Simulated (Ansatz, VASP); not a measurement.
## One calculation of HfGe3, two programs

```
Hf Ge
1.0
     5.19448    0.00000    0.00000
     0.00000    5.19448    0.00000
     0.00000    0.00000    5.19448
Hf Ge
1 3
Direct
  0.00000 0.00000 0.00000
  0.50000 0.00000 0.00000
  0.00000 0.50000 0.00000
  0.00000 0.00000 0.50000
```

Alike in both runs: functional PBE; k mesh 4 × 4 × 4; occupations gaussian, width 0.1 eV; no spin polarisation.

Ansatz relaxed the structure, and its values are those at the end. VASP's run is a single point on that final structure, the one shown.

|  | VASP | Ansatz |
| --- | --- | --- |
| version | VASP 6.6.1 | Ansatz 0.2.0 |
| potentials or method | VASP PAW PBE potentials, release 64 (Hf_pv, Ge_d), cutoff 520 eV | scalar-relativistic, plane waves, PAW |
| valence electrons in the cell | 52 | 68 |

Ansatz gave:

* gap on the k mesh at the Fermi level (eV): none
* pressure (GPa): 0.4

Task: Which values does VASP return?

Result: gap on the k mesh at the Fermi level (eV): none; pressure (GPa): 0.5.

A gap of «none» marks a metal or a gap that the smearing closes. With one functional, cell and mesh, what is left measures potentials, basis and numerics. VASP's potentials hold 52 valence electrons a cell and Ansatz's 68, so a difference there can come from the potentials and not from the codes.

Neither program's run includes spin-orbit coupling.
